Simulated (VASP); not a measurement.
# BN: phonons with PBE+D3(BJ)

The system is BN.

```
B N
1.0
     2.50650    0.00000    0.00000
    -1.25325    2.17070    0.00000
     0.00000    0.00000    6.61781
B N
2 2
Direct
  0.33333 0.66667 0.25000
  0.66667 0.33333 0.75000
  0.33333 0.66667 0.75000
  0.66667 0.33333 0.25000
```

```
Program                : VASP 6.6.1
Task                   : phonons
Functional             : PBE
Dispersion             : D3(BJ)
Potentials or basis    : VASP PAW PBE potentials, release 64 (B, N)
Cutoff                 : 520 eV
k mesh                 : 12 × 12 × 4
Occupations            : gaussian, width 0.01 eV
Spin                   : no spin polarisation
Dipole correction      : no
Further INCAR settings : ALGO = Normal; EDIFF = 1e-08; NBANDS = 16; IBRION = 6; POTIM = 0.015; NSW = 1
```

```
Highest phonon frequency at Γ, LO-TO splitting left out : 1352 cm⁻¹
Dispersion energy per atom                              : -0.141 eV
```

Phonon frequencies in cm⁻¹ (negative: imaginary):
| q point | frequencies |
| --- | --- |
| (0.000, 0.000, 0.000) | 0 0 0 46 46 118 744 796 1352 1352 1352 1352 |

Run time: 5.5 min on 1 thread of AMD EPYC 7R43 64-Core Processor (Zen 3), with other jobs on the host, peak memory 0.29 GiB.
